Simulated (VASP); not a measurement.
Input of a VASP 6.6.1 run:

File INCAR:

```
SYSTEM = MoS2
PREC = Accurate
ENCUT = 520
EDIFF = 1E-8
ISMEAR = -1
SIGMA = 0.03
LREAL = .False.
LASPH = .True.
NELM = 60
ALGO = Normal
ISIF = 2
LWAVE = .False.
LCHARG = .False.
GGA = CA
LEFG = .True.
NBANDS = 35
```

Contents of KPOINTS:

```
regular mesh
0
Gamma
  10 10 3
  0 0 0
```

File POSCAR:

```
MoS2
1.0
    3.2558316496      0.0000000000      0.0000000000
   -1.6279158248      2.8196329190      0.0000000000
    0.0000000000      0.0000000000     12.2950000000
Mo S
2 4
Direct
    0.3333333333      0.6666666667      0.2500000000
    0.6666666667      0.3333333333      0.7500000000
    0.3333333333      0.6666666667      0.6275000000
    0.6666666667      0.3333333333      0.1275000000
    0.3333333333      0.6666666667      0.8725000000
    0.6666666667      0.3333333333      0.3725000000
```

Potentials or basis: VASP PAW LDA potentials, release 64 (Mo_sv, S).

Run with:

```bash
$ cat potpaw_LDA.64/Mo_sv/POTCAR potpaw_LDA.64/S/POTCAR > POTCAR
$ mpirun -np 1 vasp_std > vasp.out
```

Q: Predict the pressure.

A: -7.0 GPa.

Q: Estimate the largest force.

A: 0.133 eV/Å.

Electric field gradients, principal values (V/Å²):
| atom | least | middle | greatest (by size) |
| --- | --- | --- | --- |
| 1 Mo | 48.778 | 48.778 | -97.557 |
| 2 Mo | 48.778 | 48.778 | -97.557 |
| 3 S | 31.457 | 31.459 | -62.916 |
| 4 S | 31.457 | 31.459 | -62.916 |
| 5 S | 31.457 | 31.459 | -62.916 |
| 6 S | 31.457 | 31.459 | -62.916 |

Caveat: the cell differs from its parent crystal (equal xx and yy strain of +3 %); the stress differs along the axes, from -10 to -0 GPa; without QUAD_EFG the Cq values of the log hold for a quadrupole moment of 1 mb, not for the nuclei.
